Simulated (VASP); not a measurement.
Crystal: CsBr.

```
Cs Br
1.0
     4.49468    0.00000    0.00000
     0.00000    4.49468    0.00000
     0.00000    0.00000    4.49468
Cs Br
1 1
Direct
  0.00000 0.00000 0.00000
  0.50000 0.50000 0.50000
```

| Quantity | Value |
| --- | --- |
| Program | VASP 6.6.1 |
| Task | relaxation of cell and atoms |
| Functional | PBE |
| Potentials or basis | VASP PAW PBE potentials, release 64 (Cs_sv, Br) |
| Cutoff | 500 eV |
| k mesh | 6 × 6 × 6 |
| Occupations | fermi-dirac, width 0.02 eV |
| Spin | no spin polarisation |

At the start: pressure -0.7 GPa; volume 45.40 Å³/atom.

Question: How do energy, volume and symmetry change on relaxing?

Answer: Over 4 steps the energy falls by 7.0 meV/atom and the volume is 42.40 Å³/atom (-6.6 %); space group Pm-3m (No. 221, to 0.1 Å) before and after.

Step by step:
| step | energy change (eV) | largest force (eV/Å) | pressure (GPa) | volume (Å³) |
| --- | --- | --- | --- | --- |
| 1 | 0.0000 | 0.0000 | -0.70 | 90.80 |
| 2 | -0.0093 | 0.0000 | -0.44 | 88.20 |
| 3 | -0.0141 | 0.0000 | -0.04 | 85.07 |
| 4 | -0.0141 | 0.0000 | 0.00 | 84.80 |

Final structure:
```xyz
2
Lattice="4.3934 0.0000 0.0000 0.0000 4.3934 0.0000 0.0000 0.0000 4.3934" Properties=species:S:1:pos:R:3 pbc="T T T"
Cs    0.0000    0.0000    0.0000
Br    2.1967    2.1967    2.1967
```
